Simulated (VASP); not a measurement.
# Mg (Im-3m) in VASP: single point with PBE

Aim: the single point of Mg with PBE.

Everything below comes from runs of VASP 6.6.1. Logs are shortened: lines on timing, memory, paths and dates and some standing lists are left out, and cuts for length are marked.

### 1 The cell of the first run

Symmetry: Im-3m, No. 229, cubic system. The conventional cell has a = 3.580 Å, b = 3.580 Å, c = 3.580 Å, α = 90.00°, β = 90.00°, γ = 90.00°. Mg (site symmetry m-3m) has 14 Mg at 3.10 to 3.58 Å within 4.1 Å.

This isn't the form of Mg at room conditions, which is hcp.

### 2 Single point, PBE

INCAR reads:

```
PREC = Accurate
ENCUT = 520
EDIFF = 1E-7
ISMEAR = -1
SIGMA = 0.1
LREAL = F
LASPH = T
NELM = 80
ALGO = Normal
ISIF = 2
LWAVE = F
LCHARG = F
GGA = PE
NBANDS = 9
```

KPOINTS reads:

```
regular mesh
0
Gamma
  14 14 8
```

POSCAR reads:

```
Mg
1.0
   -1.7898606885      1.7898606885      1.7898606885
    1.7898606885     -1.7898606885      1.7898606885
    3.5797213770      3.5797213770      0.0000000000
Mg
2
Direct
    0.0000000000      0.0000000000      0.0000000000
    0.5000000000      0.5000000000      0.5000000000
```

Potentials or basis: VASP PAW PBE potentials, release 64 (Mg).

The run is started by

```bash
$ cat potpaw_PBE.64/Mg/POTCAR > POTCAR
$ mpirun -np 1 vasp_std > vasp.out
```

OUTCAR:

```text
PREC = Accurate
   ENCUT = 520
   EDIFF = 1E-7
   ISMEAR = -1
   LREAL = F
   LASPH = T
   NELM = 80
   ISIF = 2
   GGA = PE

 ion  position               nearest neighbor table
   1  0.000  0.000  0.000-   2 3.10   2 3.10   2 3.10   2 3.10   2 3.58   2 3.58   2 3.58   2 3.58

   2  0.500  0.500  0.500-   1 3.10   1 3.10   1 3.10   1 3.10   1 3.58   1 3.58   1 3.58   1 3.58

  LATTYP: Found a base centered orthorhombic cell.
 ALAT       =     3.5797213770
 B/A-ratio  =     1.4142135624
 C/A-ratio  =     1.4142135624

  Lattice vectors:

 A1 = (  -1.7898606885,   1.7898606885,   1.7898606885)
 A2 = (   1.7898606885,  -1.7898606885,   1.7898606885)
 A3 = (   3.5797213770,   3.5797213770,   0.0000000000)

Analysis of symmetry for initial positions (statically):
=====================================================================
 Subroutine PRICEL returns following result:

  LATTYP: Found a body centered cubic cell.
 ALAT       =     3.5797213770

  Lattice vectors:

 A1 = (  -1.7898606885,   1.7898606885,  -1.7898606885)
 A2 = (  -1.7898606885,  -1.7898606885,   1.7898606885)
 A3 = (   1.7898606885,   1.7898606885,   1.7898606885)

   2 primitive cells build up your supercell.

 Routine SETGRP: Setting up the symmetry group for a
 base centered orthorhombic supercell.

 Subroutine GETGRP returns: Found  8 space group operations
 (whereof  8 operations were pure point group operations)
 out of a pool of  8 trial point group operations.

The static configuration has the point symmetry D_2h.

Analysis of symmetry for dynamics (positions and initial velocities):
=====================================================================
 Subroutine PRICEL returns following result:

  LATTYP: Found a body centered cubic cell.
 ALAT       =     3.5797213770

  Lattice vectors:

 A1 = (  -1.7898606885,   1.7898606885,  -1.7898606885)
 A2 = (  -1.7898606885,  -1.7898606885,   1.7898606885)
 A3 = (   1.7898606885,   1.7898606885,   1.7898606885)

   2 primitive cells build up your supercell.

 Routine SETGRP: Setting up the symmetry group for a
 base centered orthorhombic supercell.

 Subroutine GETGRP returns: Found  8 space group operations
 (whereof  8 operations were pure point group operations)
[... 93 lines left out ...]
   ICHARG =      2    charge: 1-file 2-atom 10-const
   ISPIN  =      1    spin polarized calculation?
   LNONCOLLINEAR =      F non collinear calculations
   LSORBIT =      F    spin-orbit coupling
   LASPH  =      T    aspherical Exc in radial PAW
   ENCUT  =  520.0 eV  38.22 Ry    6.18 a.u.   5.76  5.76  9.41*2*pi/ulx,y,z
   NELM   =     80;   NELMIN=  2; NELMDL= -5     # of ELM steps
   EDIFF  = 0.1E-06   stopping-criterion for ELM
   LREAL  =      F    real-space projection
   EDIFFG = 0.1E-05   stopping-criterion for IOM
   NSW    =      0    number of steps for IOM
   IBRION =     -1    ionic relax: 0-MD 1-quasi-New 2-CG
   NFREE  =      0    steps in history (QN), initial steepest desc. (CG)
   ISIF   =      2    stress and relaxation
   ISYM   =      2    0-nonsym 1-usesym 2-fastsym
   POTIM  = 0.5000    time-step for ionic-motion
   TEBEG  =    0.0;   TEEND  =   0.0 temperature during run
   PSTRESS=    0.0 pullay stress
   NELECT =       4.0000    total number of electrons
   NUPDOWN=      -1.0000    fix difference up-down
   EMIN   =  10.00;   EMAX   =-10.00  energy-range for DOS
   EFERMI =   0.00;   METHOD = LEGACY
   ISMEAR =    -1;   SIGMA  =   0.10  broadening in eV -4-tet -1-fermi 0-gaus
   EFERMI_NEDOS =   21; number of points for ismear=-14 and -15
   IALGO  =     38    algorithm
   IMIX   =      4    mixing-type and parameters
     AMIX     =   0.40;   BMIX     =  1.00
     AMIX_MAG =   1.60;   BMIX_MAG =  1.00
  volume/ion in A,a.u.               =      22.94       154.78
  Fermi-wavevector in a.u.,A,eV,Ry     =   0.725959  1.371864  7.170500  0.527017
  Thomas-Fermi vector in A             =   1.816812
   LORBIT       =      0    0 simple, 1 ext, 2 COOP (PROOUT), +10 PAW based schemes
   GGA     = PE    functional components
   LHFCALC =     F    Hartree Fock is set to
   AEXX    =    0.0000 exact exchange contribution
   IVDW    =     0    specifies the selected vdW correction
   LEPSILON=     F    determine dielectric tensor
   LRPA    =     F    only Hartree local field effects (RPA)
 non-spin polarized calculation
  energy-cutoff  :      520.00
  volume of cell :       45.87
 maximum number of plane-waves:      1252
   NGX = 11   NGY = 11   NGZ = 19

 number of electron       4.0000000 magnetization

 Free energy of the ion-electron system (eV)
  ---------------------------------------------------
  ext. energy  EPLUGINS =         0.00000000
  ---------------------------------------------------
  free energy    TOTEN  =        -2.97175332 eV

  energy without entropy =       -2.94555102  energy(sigma->0) =       -2.95865217

 E-fermi :   2.6972     XC(G=0):  -8.4974

 val. band max:        2.6445628720   @ k =   0.1429   0.1429   0.0000
 cond. band min:       2.7093501703   @ k =  -0.4286   0.0714   0.3750
 fundamental gap:      0.0647872983
 Fermi energy:         2.6971810637

 k-point     1 :       0.0000    0.0000    0.0000
  band No.  band energies     occupation
      1      -4.2938      2.00000
      2       1.1678      2.00000
      3       1.7422      1.99986
      4      11.2848      0.00000
      5      11.9894      0.00000
      6      12.8569      0.00000
      7      14.1534      0.00000
      8      15.6771      0.00000
      9      15.6771      0.00000
[... 265 lines left out ...]
 k-point    24 :       0.2857    0.1429    0.0000
  band No.  band energies     occupation
      1      -2.0355      2.00000
      2       3.2511      0.00783
      3       3.2512      0.00782
      4       4.2890      0.00000
      5       7.1119      0.00000
      6       8.6622      0.00000
      7       9.2438      0.00000
      8      11.8513      0.00000
      9      13.2814      0.00000

 [... further k-points ...]
[... 5 lines left out ...]
  --------------------------------------------------------------------------------------
  -------------------------------------------------------------------------------------
  Total       -0.0211662     -0.0211662     -0.0643999     -0.0367833      0.0000000      0.0000000
  in kB       -0.7392760     -0.7392760     -2.2493032     -1.2847360      0.0000000      0.0000000
  external PRESSURE =      -1.2426184 kB  Pullay stress =       0.0000000 kB

 VOLUME and BASIS-vectors are now :
 -----------------------------------------------------------------------------
  energy-cutoff  :      520.00
  volume of cell :       45.87
      direct lattice vectors                 reciprocal lattice vectors
    -1.789860688  1.789860688  1.789860688    -0.139675675  0.139675675  0.279351350
     1.789860688 -1.789860688  1.789860688     0.139675675 -0.139675675  0.279351350
     3.579721377  3.579721377  0.000000000     0.139675675  0.139675675  0.000000000

 POSITION                                       TOTAL-FORCE (eV/Angst)
 -----------------------------------------------------------------------------------
      0.00000      0.00000      0.00000         0.000000     -0.000000     -0.000000
      1.78986      1.78986      1.78986        -0.000000      0.000000      0.000000
 -----------------------------------------------------------------------------------
    total drift:                               -0.000000      0.000000      0.000000

  FREE ENERGIE OF THE ION-ELECTRON SYSTEM (eV)
  ---------------------------------------------------
  free  energy   TOTEN  =        -2.9717533226 eV

  energy  without entropy=       -2.9455510163  energy(sigma->0) =       -2.95865217
```

OSZICAR:

```text
N       E                     dE             d eps       ncg     rms          rms(c)
DAV:   1     0.170522734626E-02    0.17052E-02   -0.14526E+03  5194   0.312E+02
DAV:   2    -0.294601790894E+01   -0.29477E+01   -0.28280E+01  6735   0.289E+01
DAV:   3    -0.298838909849E+01   -0.42371E-01   -0.42197E-01  6752   0.285E+00
DAV:   4    -0.298853012526E+01   -0.14103E-03   -0.14102E-03  6402   0.149E-01
DAV:   5    -0.298853075726E+01   -0.63200E-06   -0.63213E-06  6531   0.976E-03    0.960E-01
DAV:   6    -0.298060391849E+01    0.79268E-02   -0.60023E-04  5763   0.197E-01    0.614E-01
DAV:   7    -0.297174238348E+01    0.88615E-02   -0.27295E-03  5324   0.346E-01    0.339E-02
DAV:   8    -0.297175551744E+01   -0.13134E-04   -0.16000E-05  7284   0.252E-02    0.744E-03
DAV:   9    -0.297175361002E+01    0.19074E-05   -0.13968E-06  5664   0.540E-03    0.547E-04
DAV:  10    -0.297175339813E+01    0.21189E-06   -0.59243E-09  4357   0.446E-04    0.192E-04
DAV:  11    -0.297175332259E+01    0.75540E-07   -0.85369E-10  2936   0.205E-04
   1 F= -.29717533E+01 E0= -.29586522E+01  d E =-.262023E-01
```

It took 23 s on 1 thread of Intel Xeon 6975P-C (Granite Rapids), shared host; peak memory 0.24 GiB.

What came out:

```
Free energy            : -2.9718 eV
Pressure               : -0.1 GPa
Band gap on the k mesh : zero (bands 2 and 3 overlap by 2.41 eV)
```

Levels at points of the mesh, in eV from the Fermi level:
```
           k point  band 1  band 2  band 3  band 4  band 5  band 6
(0.00, 0.00, 0.00)   -6.99   -1.53   -0.95    8.59    9.29   10.16
(0.50, 0.00, 0.00)   -2.67   -2.67    2.51    2.51    3.37    3.37
(0.50, 0.50, 0.00)   -1.53   -0.95    3.81    3.81    3.81    3.96
(0.00, 0.00, 0.50)   -5.53   -5.53    5.59    5.59    9.98    9.98
(0.50, 0.00, 0.50)   -1.53   -1.53   -0.95   -0.95    8.59    8.59
(0.50, 0.50, 0.50)   -0.18   -0.18    0.45    0.45    5.08    5.08
```
